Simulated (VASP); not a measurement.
The system is NbC4.

```
Nb C
1.0
    -2.90408    2.90408    1.79903
     2.90408   -2.90408    1.79903
     2.90408    2.90408   -1.79903
Nb C
1 4
Cartesian
  0.0000 0.0000 0.0000
  1.7485 0.5799 1.7990
  1.1556 2.3242 0.0000
  -0.5799 1.7485 1.7990
  3.4840 1.1556 0.0000
```

| Item | Value |
| --- | --- |
| Program | VASP 6.6.1 |
| Task | relaxation of cell and atoms |
| Functional | PBE |
| Potentials or basis | VASP PAW PBE potentials, release 64 (Nb_sv, C) |
| Cutoff | 600 eV |
| k mesh | 6 × 6 × 6 |
| Occupations | gaussian, width 0.1 eV |
| Spin | no spin polarisation |

At the start: pressure -38.2 GPa; volume 12.14 Å³/atom.

**Question.** How do energy, volume and symmetry change on relaxing?

**Answer.** Over 58 steps the energy falls by 2398.8 meV/atom and the volume is 10.32 Å³/atom (-15.0 %); space group I4/mmm (No. 139, to 0.05 Å).

The path:
```tsv
step	energy change (eV)	largest force (eV/Å)	pressure (GPa)	volume (Å³)
1	0.0000	0.9950	-38.20	60.69
3	-2.9667	1.7595	2.29	43.05
5	-3.9167	0.4773	11.28	40.02
7	-3.8734	0.4185	-11.59	43.35
9	-3.9977	0.1622	-0.30	41.55
11	-4.0082	0.4250	1.67	41.20
13	-4.0114	0.8898	3.97	40.88
15	-4.0134	0.9291	4.10	40.86
17	-4.0225	1.1013	4.84	40.77
19	-4.0542	1.9117	9.15	40.41
21	-4.0562	2.0477	10.13	40.34
23	-4.0741	2.2993	11.85	40.28
25	-4.0633	3.6359	21.98	39.96
27	-4.1359	3.1499	17.41	40.15
29	-4.5434	5.0072	25.73	40.48
31	-4.3393	11.7599	80.95	41.48
33	-5.1114	8.8414	50.70	41.13
35	-5.7043	10.1002	58.22	41.99
37	-6.4565	10.7198	61.03	43.73
39	-7.8870	8.6468	17.80	49.62
41	-8.8366	8.0424	24.96	48.22
43	-11.8149	1.4232	1.85	50.65
45	-11.9189	0.3931	-5.13	51.69
47	-11.9347	0.5850	-3.81	51.46
49	-11.9628	0.2789	1.29	50.95
51	-11.9739	0.2182	0.31	51.25
53	-11.9834	0.2513	-0.92	51.69
55	-11.9866	0.1077	0.92	51.50
57	-11.9936	0.0418	-0.88	51.63
58	-11.9939	0.0131	-0.47	51.61
```

Final structure:
```
CELL_PARAMETERS angstrom
-3.15625 3.15626 1.29527
3.15625 -3.15626 1.29527
3.15626 3.15625 -1.29527
ATOMIC_POSITIONS crystal
Nb 0.00000 0.00000 0.00000
C 0.72085 0.72062 0.44147
C 0.27915 0.27938 0.55853
C 0.72062 0.27915 0.99977
C 0.27938 0.72085 0.00023
```
